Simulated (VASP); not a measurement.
Wanted: the native input for a VASP 6.6.1 run.

```
Task                   : single point
Functional             : PBE
Potentials or basis    : VASP PAW PBE potentials, release 64 (In_d, Sb)
Cutoff                 : 520 eV
k mesh                 : 8 × 8 × 14
Occupations            : gaussian, width 0.1 eV
Spin                   : no spin polarisation
Dipole correction      : no
Further INCAR settings : ALGO = Normal; EDIFF = 1e-06; NBANDS = 26
```

The structure of InSb lies in POSCAR:

```
InSb
1.0
    6.0710686584      0.0000000000      0.0000000000
    0.0000000000      6.0992825876      0.0000000000
    0.0000000000      0.0000000000      3.2579628043
In Sb
2 2
Direct
    0.0000000000      0.0000000000      0.0135422601
    0.5000000000      0.5000000000      0.9864577399
    0.0000000000      0.5000000000      0.2342170131
    0.5000000000      0.0000000000      0.7657829869
```

The input as run:

INCAR

```
  ALGO = Normal
  EDIFF = 1E-6
  ENCUT = 520
  GGA = PE
  ISIF = 2
  ISMEAR = 0
  LASPH = True
  LCHARG = False
  LREAL = False
  LWAVE = False
  NBANDS = 26
  NELM = 60
  PREC = Accurate
  SIGMA = 0.1
```

KPOINTS

```
k-points
0
Gamma
  8 8 14
```

Potentials or basis: VASP PAW PBE potentials, release 64 (In_d, Sb).

Command:

```bash
$ cat potpaw_PBE.64/In_d/POTCAR potpaw_PBE.64/Sb/POTCAR > POTCAR
$ mpirun -np 1 vasp_std > vasp.out
```

It gave:

```json
{"Pressure": "-2.2 GPa", "Band gap on the k mesh": "zero (bands 18 and 19 overlap by 2.49 eV)"}
```

Caveat: spin-orbit coupling is left out, which moves the levels of the heavy elements.

Run time: 4.4 min on 1 thread of Intel(R) Xeon(R) Platinum 8488C (Sapphire Rapids) (shared host), peak memory 0.63 GiB.
